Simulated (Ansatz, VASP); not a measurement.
## Na in VASP and in Ansatz

File INCAR:

```
  PREC = Accurate
  ENCUT = 520
  EDIFF = 1E-6
  ISMEAR = -1
  SIGMA = 0.05
  LREAL = False
  LASPH = True
  NELM = 60
  ALGO = Normal
  ISIF = 2
  LWAVE = False
  LCHARG = False
  GGA = RP
  NBANDS = 10
```

KPOINTS

```
Automatic mesh
0
Gamma
  12 12 12
```

POSCAR

```
Na
1.0
   -2.1040267987      2.1040267987      2.1040267987
    2.1040267987     -2.1040267987      2.1040267987
    2.1040267987      2.1040267987     -2.1040267987
Na
1
Direct
    0.0000000000      0.0000000000      0.0000000000
```

Input for Ansatz:

```yaml
crystal:
  lattice:
    - [-2.1040267987, 2.1040267987, 2.1040267987]
    - [2.1040267987, -2.1040267987, 2.1040267987]
    - [2.1040267987, 2.1040267987, -2.1040267987]
  atoms:
    - { symbol: Na, position: [0.0, 0.0, 0.0] }
kpoints:
  mp_grid: { grid: [12, 12, 12] }
scf:
  occupations: { method: fermi_dirac, width: 0.05 }
  mixing: { algorithm: msr1, beta: 0.5, ndim: 2 }
hamiltonian:
  xc: rpbe
  pseudopotentials:
    kind: all_electron
    lapw: { basis_error: 0.00025, muffin_tin_radii: { Na: 1.531 } }
output:
  forces: true
  stress: true
  eigenvalues: true
```

Alike in both runs: task single point; functional RPBE; k mesh 12 × 12 × 12; occupations fermi-dirac, width 0.05 eV; no spin polarisation.

|  | VASP | Ansatz |
| --- | --- | --- |
| version | VASP 6.6.1 | Ansatz 0.2.0 |
| potentials or method | VASP PAW PBE potentials, release 64 (Na_pv), cutoff 520 eV | all-electron LAPW, scalar-relativistic |

|  | VASP | Ansatz | Ansatz less VASP |
| --- | --- | --- | --- |
| gap on the k mesh at the Fermi level (eV) | none | none | - |
| pressure (GPa) | 0.5 | 0.5 | +0.01 |

VASP's potentials were made for PBE, not for RPBE. A gap of «none» marks a metal or a gap that the smearing closes. Ansatz ran all-electron here, and VASP with PAW potentials.
